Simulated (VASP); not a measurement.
# Al2O3 (R-3c) in VASP: further runs, part 2 of 3

VASP 6.6.1. The steps go on from the part before.

## Step 3: Single point, PBE (c/a of the conventional cell at fixed volume 2.9109)

The input, INCAR:

```
  PREC = Accurate
  ENCUT = 520
  EDIFF = 1E-7
  ISMEAR = 0
  SIGMA = 0.05
  LREAL = False
  LASPH = True
  NELM = 60
  ALGO = Normal
  ISIF = 2
  LWAVE = False
  LCHARG = True
  GGA = PE
  LELF = True
  LVHAR = True
  NBANDS = 35
```

The input, KPOINTS:

```
Automatic mesh
0
Gamma
  6 6 6
```

The input, POSCAR:

```
Al2O3
1.0
    2.3529178629      1.3584577615      4.5660724047
   -2.3529178629      1.3584577615      4.5660724047
    0.0000000000     -2.7169155230      4.5660724047
Al O
4 6
Direct
    0.8635611633      0.8635611633      0.8635611633
    0.6364388367      0.6364388367      0.6364388367
    0.1364388367      0.1364388367      0.1364388367
    0.3635611633      0.3635611633      0.3635611633
    0.0561574040      0.4438425960      0.7500000000
    0.7500000000      0.0561574040      0.4438425960
    0.4438425960      0.7500000000      0.0561574040
    0.9438425960      0.5561574040      0.2500000000
    0.2500000000      0.9438425960      0.5561574040
    0.5561574040      0.2500000000      0.9438425960
```

Potentials or basis: VASP PAW PBE potentials, release 64 (Al, O).

Started as:

```bash
$ cat potpaw_PBE.64/Al/POTCAR potpaw_PBE.64/O/POTCAR > POTCAR
$ mpirun -np 1 vasp_std > vasp.out
```

OUTCAR:

```text
PREC = Accurate
   ENCUT = 520
   EDIFF = 1E-7
   ISMEAR = 0
   LREAL = False
   LASPH = True
   NELM = 60
   ISIF = 2
   GGA = PE

 ion  position               nearest neighbor table
   1  0.864  0.864  0.864-   9 1.79   8 1.79  10 1.79   7 2.12   6 2.12   5 2.12   3 2.84   3 2.84
                             3 2.84   2 3.08   2 3.08   2 3.08   2 3.11
   2  0.636  0.636  0.636-  10 1.79   8 1.79   9 1.79   7 2.12   6 2.12   5 2.12   4 2.84   4 2.84
                             4 2.84   1 3.08   1 3.08   1 3.08   1 3.11
   3  0.136  0.136  0.136-   6 1.79   5 1.79   7 1.79   9 2.12  10 2.12   8 2.12   1 2.84   1 2.84
                             1 2.84   4 3.08   4 3.08   4 3.08   4 3.11
   4  0.364  0.364  0.364-   7 1.79   5 1.79   6 1.79   9 2.12  10 2.12   8 2.12   2 2.84   2 2.84
                             2 2.84   3 3.08   3 3.08   3 3.08   3 3.11
   5  0.056  0.444  0.750-   3 1.79   4 1.79   1 2.12   2 2.12
   6  0.750  0.056  0.444-   3 1.79   4 1.79   1 2.12   2 2.12
   7  0.444  0.750  0.056-   4 1.79   3 1.79   1 2.12   2 2.12
   8  0.944  0.556  0.250-   1 1.79   2 1.79   3 2.12   4 2.12
   9  0.250  0.944  0.556-   1 1.79   2 1.79   3 2.12   4 2.12
  10  0.556  0.250  0.944-   2 1.79   1 1.79   3 2.12   4 2.12

  LATTYP: Found a trigonal (rhomboedric) cell.
 ALAT       =     5.3132520328
 COS(alpha) =     0.6077863581

  Lattice vectors:

 A1 = (   2.3529178629,   1.3584577615,   4.5660724047)
 A2 = (  -2.3529178629,   1.3584577615,   4.5660724047)
 A3 = (   0.0000000000,  -2.7169155230,   4.5660724047)

Analysis of symmetry for initial positions (statically):
=====================================================================
 Subroutine PRICEL returns:
 Original cell was already a primitive cell.

 Routine SETGRP: Setting up the symmetry group for a
 trigonal (rhombohedral) supercell.

 Subroutine GETGRP returns: Found 12 space group operations
 (whereof  6 operations were pure point group operations)
 out of a pool of 12 trial point group operations.

The static configuration has the point symmetry S_6 .
 The point group associated with its full space group is D_3d.

Analysis of symmetry for dynamics (positions and initial velocities):
=====================================================================
 Subroutine PRICEL returns:
 Original cell was already a primitive cell.

 Routine SETGRP: Setting up the symmetry group for a
 trigonal (rhombohedral) supercell.

 Subroutine GETGRP returns: Found 12 space group operations
 (whereof  6 operations were pure point group operations)
 out of a pool of 12 trial point group operations.

The dynamic configuration has the point symmetry S_6 .
 The point group associated with its full space group is D_3d.

 Subroutine INISYM returns: Found 12 space group operations
 (whereof  6 operations are pure point group operations),
 and found     1 'primitive' translations

----------------------------------------------------------------------------------------

                                     Primitive cell

  volume of cell :      87.5683

  direct lattice vectors                    reciprocal lattice vectors
     2.352917863  1.358457761  4.566072405     0.212502106  0.122688148  0.073002201
    -2.352917863  1.358457761  4.566072405    -0.212502106  0.122688148  0.073002201
     0.000000000 -2.716915523  4.566072405     0.000000000 -0.245376296  0.073002201
[... 61 lines left out ...]
  0.166667  0.166667  0.000000      6.000000
  0.333333  0.166667  0.000000     12.000000
[... 16 lines left out ...]
  0.500000  0.500000  0.166667      6.000000
 -0.333333  0.500000  0.166667     12.000000
 [... further k-points ...]
   k-points           NKPTS =     32   k-points in BZ     NKDIM =     32   number of bands    NBANDS=     35
   number of dos      NEDOS =    301   number of ions     NIONS =     10
   total plane-waves  NPLWV =  64000
   dimension x,y,z NGX =    40 NGY =   40 NGZ =   40
   dimension x,y,z NGXF=    80 NGYF=   80 NGZF=   80
   ions per type =               4   6
   NGX,Y,Z   is equivalent  to a cutoff of  12.52, 12.52, 12.52 a.u.
   NGXF,Y,Z  is equivalent  to a cutoff of  25.03, 25.03, 25.03 a.u.
 SYSTEM =  unknown system
   PREC   = accura    normal or accurate (medium, high low for compatibility)
   ISTART =      0    job   : 0-new  1-cont  2-samecut
   ICHARG =      2    charge: 1-file 2-atom 10-const
   ISPIN  =      1    spin polarized calculation?
   LNONCOLLINEAR =      F non collinear calculations
   LSORBIT =      F    spin-orbit coupling
   LASPH  =      T    aspherical Exc in radial PAW
   ENCUT  =  520.0 eV  38.22 Ry    6.18 a.u.   9.88  9.88  9.88*2*pi/ulx,y,z
   NELM   =     60;   NELMIN=  2; NELMDL= -5     # of ELM steps
   EDIFF  = 0.1E-06   stopping-criterion for ELM
   LREAL  =      F    real-space projection
   EDIFFG = 0.1E-05   stopping-criterion for IOM
   NSW    =      0    number of steps for IOM
   IBRION =     -1    ionic relax: 0-MD 1-quasi-New 2-CG
   NFREE  =      0    steps in history (QN), initial steepest desc. (CG)
   ISIF   =      2    stress and relaxation
   ISYM   =      2    0-nonsym 1-usesym 2-fastsym
   POTIM  = 0.5000    time-step for ionic-motion
   TEBEG  =    0.0;   TEEND  =   0.0 temperature during run
   PSTRESS=    0.0 pullay stress
   NELECT =      48.0000    total number of electrons
   NUPDOWN=      -1.0000    fix difference up-down
   EMIN   =  10.00;   EMAX   =-10.00  energy-range for DOS
   EFERMI =   0.00;   METHOD = LEGACY
   ISMEAR =     0;   SIGMA  =   0.05  broadening in eV -4-tet -1-fermi 0-gaus
   EFERMI_NEDOS =   21; number of points for ismear=-14 and -15
   IALGO  =     38    algorithm
   IMIX   =      4    mixing-type and parameters
     AMIX     =   0.40;   BMIX     =  1.00
     AMIX_MAG =   1.60;   BMIX_MAG =  1.00
  volume/ion in A,a.u.               =       8.76        59.09
  Fermi-wavevector in a.u.,A,eV,Ry     =   1.339799  2.531853 24.423286  1.795061
  Thomas-Fermi vector in A             =   2.468162
   LORBIT       =      0    0 simple, 1 ext, 2 COOP (PROOUT), +10 PAW based schemes
   GGA     = PE    functional components
   LHFCALC =     F    Hartree Fock is set to
   AEXX    =    0.0000 exact exchange contribution
   IVDW    =     0    specifies the selected vdW correction
   LEPSILON=     F    determine dielectric tensor
   LRPA    =     F    only Hartree local field effects (RPA)
 non-spin polarized calculation
 Gauss-broadening in eV      SIGMA  =   0.05
  energy-cutoff  :      520.00
  volume of cell :       87.57
 maximum number of plane-waves:      2386
   NGX = 19   NGY = 19   NGZ = 19

 number of electron      47.9999997 magnetization

 Free energy of the ion-electron system (eV)
  ---------------------------------------------------
  ext. energy  EPLUGINS =         0.00000000
  ---------------------------------------------------
  free energy    TOTEN  =       -73.71564341 eV

  energy without entropy =      -73.71564341  energy(sigma->0) =      -73.71564341

 E-fermi :   6.2498     XC(G=0): -11.5477

 val. band max:        6.0008147814   @ k =   0.0000   0.0000   0.0000
 cond. band min:      11.4622285328   @ k =   0.0000   0.0000   0.0000
 fundamental gap:      5.4614137514
 Fermi energy:         6.2498152400

 k-point     1 :       0.0000    0.0000    0.0000
  band No.  band energies     occupation
      1     -13.1278      2.00000
      2     -11.1847      2.00000
      3     -10.6194      2.00000
      4     -10.6194      2.00000
      5     -10.4035      2.00000
      6     -10.4035      2.00000
[... 901 lines left out ...]
     34      18.7613      0.00000
     35      19.1028      0.00000

 [... further k-points ...]
[... 5 lines left out ...]
  --------------------------------------------------------------------------------------
  -------------------------------------------------------------------------------------
  Total        9.5644686      9.5644686     -7.7500133     -0.0000000     -0.0000000      0.0000000
  in kB      174.9945309    174.9945309   -141.7966850     -0.0000000     -0.0000000      0.0000000
  external PRESSURE =      69.3974589 kB  Pullay stress =       0.0000000 kB

 VOLUME and BASIS-vectors are now :
 -----------------------------------------------------------------------------
  energy-cutoff  :      520.00
  volume of cell :       87.57
      direct lattice vectors                 reciprocal lattice vectors
     2.352917863  1.358457761  4.566072405     0.212502106  0.122688148  0.073002201
    -2.352917863  1.358457761  4.566072405    -0.212502106  0.122688148  0.073002201
     0.000000000 -2.716915523  4.566072405     0.000000000 -0.245376296  0.073002201

 POSITION                                       TOTAL-FORCE (eV/Angst)
 -----------------------------------------------------------------------------------
      0.00000      0.00000     11.82925        -0.000000     -0.000000     -2.110599
      0.00000      0.00000      8.71808        -0.000000     -0.000000      2.110599
      0.00000      0.00000      1.86897        -0.000000      0.000000      2.110599
      0.00000      0.00000      4.98014        -0.000000      0.000000     -2.110599
     -0.91219     -1.35846      5.70759        -0.180239      0.000000     -0.000000
      1.63255     -0.11075      5.70759         0.090120     -0.156092     -0.000000
     -0.72036      1.46921      5.70759         0.090120      0.156092     -0.000000
      0.91219      1.35846      7.99063         0.180239      0.000000     -0.000000
     -1.63255      0.11075      7.99063        -0.090120      0.156092     -0.000000
      0.72036     -1.46921      7.99063        -0.090120     -0.156092     -0.000000
 -----------------------------------------------------------------------------------
    total drift:                                0.000000      0.000000     -0.000000

  FREE ENERGIE OF THE ION-ELECTRON SYSTEM (eV)
  ---------------------------------------------------
  free  energy   TOTEN  =       -73.7156434096 eV

  energy  without entropy=      -73.7156434096  energy(sigma->0) =      -73.71564341
```

Wall time 1.8 min (1 thread of Intel Xeon Platinum 8259CL at 2.50GHz (Skylake/Cascade Lake), shared host); peak memory 0.26 GiB.

Results:

| Item | Value |
| --- | --- |
| Free energy | -73.7156 eV |
| Pressure | 6.9 GPa |
| Largest force | 2.111 eV/Å |
| Band gap on the k mesh | 5.46 eV, direct |

Forces in eV/Å, atoms in the order of the input:
```
Al   0.000  0.000 -2.111
Al   0.000  0.000  2.111
Al   0.000  0.000  2.111
Al   0.000  0.000 -2.111
O   -0.180  0.000  0.000
O    0.090 -0.156  0.000
O    0.090  0.156  0.000
O    0.180  0.000  0.000
O   -0.090  0.156  0.000
O   -0.090 -0.156  0.000
```

Caveat: forces of over 1 eV/Å act on the atoms, so gaps and moduli don't describe the material at rest.

[end of part 2 of 3]
